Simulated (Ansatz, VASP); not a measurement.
## Two plane-wave programs on Tc

```
Tc
1.0
     2.74000    0.00000    0.00000
    -1.37000    2.37291    0.00000
     0.00000    0.00000    4.39800
Tc
2
Direct
  0.66667 0.33333 0.75000
  0.33333 0.66667 0.25000
```

Alike in both runs: task relaxation of cell and atoms; functional PBEsol; k mesh 11 × 11 × 6; occupations fermi-dirac, width 0.05 eV; no spin polarisation.

```csv
,VASP,Ansatz
version,VASP 6.6.1,Ansatz 0.2.0
potentials or method,"VASP PAW PBE potentials, release 64 (Tc_pv)",Ansatz PAW earlier set
plane-wave cutoff (eV),600,500
valence electrons in the cell,26,30
```

Ansatz gave:

* gap on the k mesh at the Fermi level, each at its own relaxed structure (eV): none
* relaxed volume (Å³/atom): 14.00
* relaxed length of the cell vector where the two differ most in proportion (Å): 2.721

**Question.** Estimate VASP's values.

**Answer.** gap on the k mesh at the Fermi level, each at its own relaxed structure (eV): none; relaxed volume (Å³/atom): 13.98; relaxed length of the cell vector where the two differ most in proportion (Å): 2.719.

VASP's potentials were made for PBE, not for PBEsol. A gap of «none» marks a metal or a gap that the smearing closes. VASP's potentials hold 26 valence electrons a cell and Ansatz's 30, so a difference there can come from the potentials and not from the codes.

Noted on Ansatz's run: the plane-wave basis is chosen anew once the cell has moved, so the energies of steps on either side of that aren't comparable.
